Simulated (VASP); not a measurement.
# BN in VASP: a series of runs, part 4 of 4

VASP 6.6.1. The steps go on from the part before.

## 6. Electric field gradients, PBEsol (zz strain of +1 %)

INCAR

```
ALGO = Normal
EDIFF = 1E-8
ENCUT = 520
GGA = PS
ISIF = 2
ISMEAR = -1
LASPH = T
LCHARG = F
LEFG = T
LREAL = F
LWAVE = F
NBANDS = 11
NELM = 60
PREC = Accurate
SIGMA = 0.03
```

KPOINTS

```
k-points
0
Gamma
  13 13 13
```

POSCAR

```
BN
1.0
    0.0000000000      1.8075000000      1.8255750000
    1.8075000000      0.0000000000      1.8255750000
    1.8075000000      1.8075000000      0.0000000000
B N
1 1
Direct
    0.0000000000      0.0000000000      0.0000000000
    0.7500000000      0.7500000000      0.7500000000
```

Potentials or basis: VASP PAW PBE potentials, release 64 (B, N).

The run is started by

```bash
$ cat potpaw_PBE.64/B/POTCAR potpaw_PBE.64/N/POTCAR > POTCAR
$ mpirun -np 1 vasp_std > vasp.out
```

OUTCAR:

```text
EDIFF = 1E-8
   ENCUT = 520
   GGA = PS
   ISIF = 2
   ISMEAR = -1
   LASPH = T
   LREAL = F
   NELM = 60
   PREC = Accurate

 ion  position               nearest neighbor table
   1  0.000  0.000  0.000-   2 1.57   2 1.57   2 1.57   2 1.57
   2  0.750  0.750  0.750-   1 1.57   1 1.57   1 1.57   1 1.57

  LATTYP: Found a body centered tetragonal cell.
 ALAT       =     2.5561910140
 C/A-ratio  =     1.4283556980

  Lattice vectors:

 A1 = (  -1.8075000000,   0.0000000000,   1.8255750000)
 A2 = (   1.8075000000,   0.0000000000,   1.8255750000)
 A3 = (   0.0000000000,   1.8075000000,  -1.8255750000)

Analysis of symmetry for initial positions (statically):
=====================================================================
 Subroutine PRICEL returns:
 Original cell was already a primitive cell.

 Routine SETGRP: Setting up the symmetry group for a
 body centered tetragonal supercell.

 Subroutine GETGRP returns: Found  8 space group operations
 (whereof  8 operations were pure point group operations)
 out of a pool of 16 trial point group operations.

The static configuration has the point symmetry D_2d.

Analysis of symmetry for dynamics (positions and initial velocities):
=====================================================================
 Subroutine PRICEL returns:
 Original cell was already a primitive cell.

 Routine SETGRP: Setting up the symmetry group for a
 body centered tetragonal supercell.

 Subroutine GETGRP returns: Found  8 space group operations
 (whereof  8 operations were pure point group operations)
[... 480 lines left out ...]
      1      -8.9441      2.00000
      2      -1.9995      2.00000
      3       3.8972      2.00000
      4       4.4998      2.00000
      5      16.0599      0.00000
      6      19.0981      0.00000
      7      19.6551      0.00000
      8      21.7736      0.00000
      9      27.7665      0.00000
     10      33.0981      0.00000
     11      34.9829      0.00000

 [... further k-points ...]

------------------------ aborting loop because EDIFF is reached ----------------------------------------

  FORCE on cell =-STRESS in cart. coord.  units (eV):
  Direction    XX          YY          ZZ          XY          YZ          ZX
  --------------------------------------------------------------------------------------
  -------------------------------------------------------------------------------------
  Total       -0.3001637     -0.3001637     -0.7512541      0.0000000      0.0000000      0.0000000
  in kB      -40.3164622    -40.3164622   -100.9046397      0.0000000      0.0000000      0.0000000
  external PRESSURE =     -60.5125213 kB  Pullay stress =       0.0000000 kB

 VOLUME and BASIS-vectors are now :
 -----------------------------------------------------------------------------
  energy-cutoff  :      520.00
  volume of cell :       11.93
      direct lattice vectors                 reciprocal lattice vectors
     0.000000000  1.807500000  1.825575000    -0.276625173  0.276625173  0.273886310
     1.807500000  0.000000000  1.825575000     0.276625173 -0.276625173  0.273886310
     1.807500000  1.807500000  0.000000000     0.276625173  0.276625173 -0.273886310

 POSITION                                       TOTAL-FORCE (eV/Angst)
 -----------------------------------------------------------------------------------
      0.00000      0.00000      0.00000         0.000000      0.000000      0.000000
      2.71125      2.71125      2.73836        -0.000000     -0.000000     -0.000000
 -----------------------------------------------------------------------------------
    total drift:                                0.000000      0.000000     -0.000000

  FREE ENERGIE OF THE ION-ELECTRON SYSTEM (eV)
  ---------------------------------------------------
  free  energy   TOTEN  =       -18.3421242535 eV

  energy  without entropy=      -18.3421242535  energy(sigma->0) =      -18.34212425

 Electric field gradients (V/A^2)
---------------------------------------------------------------------
 ion       V_xx      V_yy      V_zz      V_xy      V_xz      V_yz
---------------------------------------------------------------------
   1       0.174     0.174    -0.348    -0.000    -0.000    -0.000
   2      -0.807    -0.807     1.613    -0.000    -0.000    -0.000
---------------------------------------------------------------------

 Electric field gradients after diagonalization (V/A^2)
 (convention: |V_zz| > |V_xx| > |V_yy|)
----------------------------------------------------------------------
 ion       V_xx      V_yy      V_zz     asymmetry (V_yy - V_xx)/ V_zz
----------------------------------------------------------------------
   1       0.174     0.174    -0.348       0.000
   2      -0.807    -0.806     1.613       0.000
----------------------------------------------------------------------

           NMR quadrupolar parameters

 Cq : quadrupolar parameter    Cq=e*Q*V_zz/h
 eta: asymmetry parameters     (V_yy - V_xx)/ V_zz
 Q  : nuclear electric quadrupole moment in mb (millibarn)
----------------------------------------------------------------------
 ion       Cq(MHz)       eta       Q (mb)
----------------------------------------------------------------------
   1      -0.001       0.000       1.000
   2       0.004       0.000       1.000
----------------------------------------------------------------------
```

stdout:

```text
POSCAR found type information on POSCAR B N
 POSCAR found :  2 types and       2 ions
 scaLAPACK will be used
 -----------------------------------------------------------------------------
|                                                                             |
|                                                                             |
|     You enforced a specific xc type in the INCAR file but a different       |
|     I HOPE YOU KNOW WHAT YOU ARE DOING!                                     |
|                                                                             |
 -----------------------------------------------------------------------------

 LDA part: xc-table for (Slater+PW92), standard interpolation
 POSCAR, INCAR and KPOINTS ok, starting setup
 FFT: planning ... GRIDC
 FFT: planning ... GRID_SOFT
 FFT: planning ... GRID
 WAVECAR not read
 entering main loop
ion   1

ion   2
```

It took 21 s on 1 thread of AMD EPYC 7R43 (Zen 3), shared host; peak memory 0.1 GiB.

What came out:

```
Free energy            : -18.3421 eV
Pressure               : -6.1 GPa
Band gap on the k mesh : 4.25 eV, indirect (least direct gap 8.66 eV)
```

Electric field gradients, principal values (V/Å²):
```
atom   least  middle  greatest (by size)
 1 B   0.174   0.174              -0.348
 2 N  -0.806  -0.807               1.613
```

Caveat: the cell differs from its parent crystal (zz strain of +1 %); without QUAD_EFG the Cq values of the log hold for a quadrupole moment of 1 mb, not for the nuclei; the PAW data sets were made with another functional, which shifts forces and pressure a little.

## 7. Overview

```tsv
cell	gap on the mesh (eV)	pressure (GPa)
a = 2.595 Å, angles 58.0°, 2 atoms	4.23	-1.1
a = 2.543, b = 2.543, c = 2.556 Å, angles 59.8, 59.8, 60.3°, 2 atoms	4.18	1.5
a = 2.531, b = 2.531, c = 2.556 Å, angles 59.7, 59.7, 60.7°, 2 atoms	4.02	5.6
a = 2.582, b = 2.582, c = 2.556 Å, angles 60.3, 60.3, 59.3°, 2 atoms	4.16	-9.6
a = 2.569, b = 2.569, c = 2.556 Å, angles 60.2, 60.2, 59.7°, 2 atoms	4.25	-6.1
```

Alike in all rows: task electric field gradients; level PBEsol; potentials or basis VASP PAW PBE potentials, release 64 (B, N); no spin polarisation; k mesh 13 × 13 × 13; cutoff (eV) 520; smearing fermi-dirac 0.03 eV.

Caveats: the PAW data sets were made with another functional, which shifts forces and pressure a little.

Absolute energies hang on the potentials; compare differences alone.
